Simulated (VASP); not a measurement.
## KMgF3: single point with r2SCAN

Crystal: KMgF3.

```xyz
5
Lattice="4.1689 0.0000 0.0000 0.0000 4.1689 0.0000 0.0000 0.0000 4.1689" Properties=species:S:1:pos:R:3 pbc="T T T"
K     2.0844    2.0844    2.0844
Mg    0.0000    0.0000    0.0000
F     2.0844    0.0000    0.0000
F     0.0000    2.0844    0.0000
F     0.0000    0.0000    2.0844
```

This cell differs from its parent crystal: strain +4.7%.

- Program: VASP 6.6.1
- Task: single point
- Functional: r2SCAN
- Potentials or basis: VASP PAW PBE potentials, release 64 (K_sv, Mg, F)
- Cutoff: 660 eV
- k mesh: 6 × 6 × 6
- Occupations: gaussian, width 0.01 eV
- Spin: no spin polarisation
- Dipole correction: no
- Further INCAR settings: ALGO = Normal; EDIFF = 1e-06; NBANDS = 24

- Pressure: -8.7 GPa
- Band gap on the k mesh: 7.27 eV (least direct gap 7.58 eV)

Levels at points of the mesh, in eV from the valence-band top:
```tsv
k point	band 12	band 13	band 14	band 15	band 16	band 17	band 18	band 19	band 20	band 21
(0.00, 0.00, 0.00)	-0.51	-0.51	-0.31	-0.31	-0.31	7.27	10.63	10.63	12.81	12.81
(0.50, 0.00, 0.00)	-0.72	-0.72	-0.69	-0.45	-0.45	10.13	10.15	11.53	13.12	13.12
(0.50, 0.50, 0.00)	-0.83	-0.83	-0.77	-0.77	-0.01	11.04	11.86	12.39	12.39	13.20
(0.50, 0.50, 0.50)	-1.00	-1.00	0.00	0.00	0.00	10.83	10.83	10.83	14.04	14.42
```

Wall time 2.5 min on 1 thread of Intel(R) Xeon(R) Platinum 8488C (Sapphire Rapids), with other jobs on the host, peak memory 0.24 GiB.

Caveat: the cell differs from its parent crystal (strain +4.7%); the cell stands under tension; the PAW data sets were made with another functional, which shifts forces and pressure a little. A k mesh can miss the band edges.
